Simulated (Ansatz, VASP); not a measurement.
One calculation of C, two programs

Contents of INCAR:

```
PREC = Accurate
ENCUT = 520
EDIFF = 1E-7
ISMEAR = 0
SIGMA = 0.1
LREAL = False
LASPH = True
NELM = 60
ALGO = Normal
ISIF = 2
LWAVE = False
LCHARG = True
LDIPOL = True
IDIPOL = 3
DIPOL = 0.5 0.5 0.500
GGA = PE
IVDW = 12
LELF = True
LVHAR = True
LVACPOTAV = True
NBANDS = 21
```

File KPOINTS:

```
Automatic mesh
0
Gamma
  15 15 1
```

The input POSCAR:

```
C
1.0
    2.4649796689      0.0000000000      0.0000000000
   -1.2324898345      2.1347350131      0.0000000000
    0.0000000000      0.0000000000     21.7384333923
C
6
Direct
    0.0000000000      0.0000000000      0.3450110732
    0.3333333333      0.6666666667      0.3450110624
    0.0000000000      0.0000000000      0.5000000054
    0.6666666667      0.3333333333      0.4999999946
    0.0000000000      0.0000000000      0.6549889376
    0.3333333333      0.6666666667      0.6549889268
```

Input for Ansatz:

```yaml
crystal:
  lattice:
    - [2.4649796689, 0.0, 0.0]
    - [-1.2324898345, 2.1347350131, 0.0]
    - [0.0, 0.0, 21.7384333923]
  atoms:
    - { symbol: C, position: [0.0, 0.0, 0.3450110732] }
    - { symbol: C, position: [0.3333333333, 0.6666666667, 0.3450110624] }
    - { symbol: C, position: [0.0, 0.0, 0.5000000054] }
    - { symbol: C, position: [0.6666666667, 0.3333333333, 0.4999999946] }
    - { symbol: C, position: [0.0, 0.0, 0.6549889376] }
    - { symbol: C, position: [0.3333333333, 0.6666666667, 0.6549889268] }
basis:
  ecutwfc: 420
kpoints:
  mp_grid: { grid: [15, 15, 1] }
hamiltonian:
  xc: pbe
  dispersion: d3bj
scf:
  occupations: { method: gaussian, width: 0.1 }
output:
  forces: true
  stress: true
  eigenvalues: true
  write_density: true
  write_potential: true
  elf: true
  volumetric_format: npy
efield:
  axis: 3
  dipole_correction: true
  ramp_width: 0.04
```

Alike in both runs: task single point; functional PBE; dispersion D3(BJ); k mesh 15 × 15 × 1; occupations gaussian, width 0.1 eV; no spin polarisation.

|  | VASP | Ansatz |
| --- | --- | --- |
| version | VASP 6.6.1 | Ansatz 0.2.0 |
| potentials or method | VASP PAW PBE potentials, release 64 (C), cutoff 520 eV | scalar-relativistic, plane waves, PAW |
| valence electrons in the cell | 24 | 24 |

|  | VASP | Ansatz | Ansatz less VASP |
| --- | --- | --- | --- |
| gap on the k mesh at the Fermi level (eV) | 0.01 | 0.01 | 0.000 |
| least direct gap on the mesh (eV) | 0.01 | 0.01 | 0.000 |
| rms of the force components (eV/Å) | 0.004 | 0.004 | 0.0000 |

Atom by atom the forces differ by 0.000 eV/Å (rms over components). Ansatz's warnings: xc potential rough in thin density.
